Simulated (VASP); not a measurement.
Wanted: the native input for a VASP 6.6.1 run.

```yaml
Task: band structure
Functional: PBEsol
Potentials_or_basis: VASP PAW PBE potentials, release 64 (Mg, Bi_d, Sb)
Cutoff: 520 eV
k_mesh: 6 × 6 × 6
Occupations: gaussian, width 0.03 eV
Spin: no spin polarisation
Further_INCAR_settings: ALGO = Fast; EDIFF = 1e-06; NBANDS = 47
```

The structure of Mg9Bi2Sb4 lies in POSCAR:

```
Mg9Bi2Sb4                               
1.0
    0.0002735338     -0.0001579248      7.2416112646
    6.8782080685      3.9736870320      0.0001773944
   -6.8759981802      3.9698593932     -0.0003547889
  Mg              Bi              Sb            
     9     2     4
Direct
     0.6306490916557536    0.3333333299999808    0.3367017639050187
     0.6309217027571001    0.6693766264263069    0.9999493055156080
     0.6309217027571001    0.9972900435737194    0.6639060190893468
     0.3693509083442464    0.3333333300000234    0.9966315660949834
     0.3690782972428998    0.6693766264262785    0.6694273209106490
     0.3690782972428998    0.9972900435736910    0.3333840244843941
     1.0000000000000000    0.9835575291246479    0.9917787645623345
     1.0000000000000000    0.3333333300000021    0.6666666699999979
     0.0000000000000000    0.6831091408753500    0.3415545654376675
     0.2161369961520066    0.3333333300000021    0.3324981653111601
     0.7838630038479933    0.3333333300000021    0.0008351646888420
     0.2251151559579344    0.6664445302258755    0.0001832027229792
     0.2251151559579344    0.0002221397741223    0.6670720124970922
     0.7748848440420658    0.6664445302258755    0.6662613275029036
     0.7748848440420657    0.0002221397741223    0.3331501272770229
```

The input as run:

INCAR

```
SYSTEM = Mg9Bi2Sb4
ALGO = Fast
EDIFF = 1E-6
ENCUT = 520
GGA = PS
ICORELEVEL = 1
ISIF = 2
ISMEAR = 0
LASPH = .TRUE.
LCHARG = .FALSE.
LREAL = .FALSE.
LUSENCCL = .FALSE.
LWAVE = .FALSE.
NBANDS = 47
NELM = 80
PREC = Accurate
SIGMA = 0.03
```

KPOINTS

```
k-points
0
G
  6 6 6
  0 0 0
```

KPOINTS_OPT

```
explicit points
6
Reciprocal
 0.0000000000  0.0000000000  0.0000000000 1
 0.5000000000  0.0000000000  0.0000000000 1
 0.5000000000  0.3333333333  0.3333333333 1
 0.0000000000  0.3333333333  0.3333333333 1
 0.5000000000  0.5000000000  0.0000000000 1
 0.0000000000  0.5000000000  0.0000000000 1
```

Potentials or basis: VASP PAW PBE potentials, release 64 (Mg, Bi_d, Sb).

Launch:

```console
$ cat potpaw_PBE.64/Mg/POTCAR potpaw_PBE.64/Bi_d/POTCAR potpaw_PBE.64/Sb/POTCAR > POTCAR
$ mpirun -np 1 vasp_std > vasp.out
```

It gave:

The pressure is 0.0 GPa and the largest force is 0.004 eV/Å. The band gap on the k mesh is 0.08 eV (least direct gap 0.19 eV). The band gap along the path is 0.19 eV.

Caveat: the PAW data sets were made with another functional, which shifts forces and pressure a little; spin-orbit coupling is left out, which moves the levels of the heavy elements.

It took 13 min on 1 × NVIDIA H100 80GB with 1 thread of AMD EPYC 7R13 Processor (Zen 3) (shared host), peak memory 2.7 GiB.
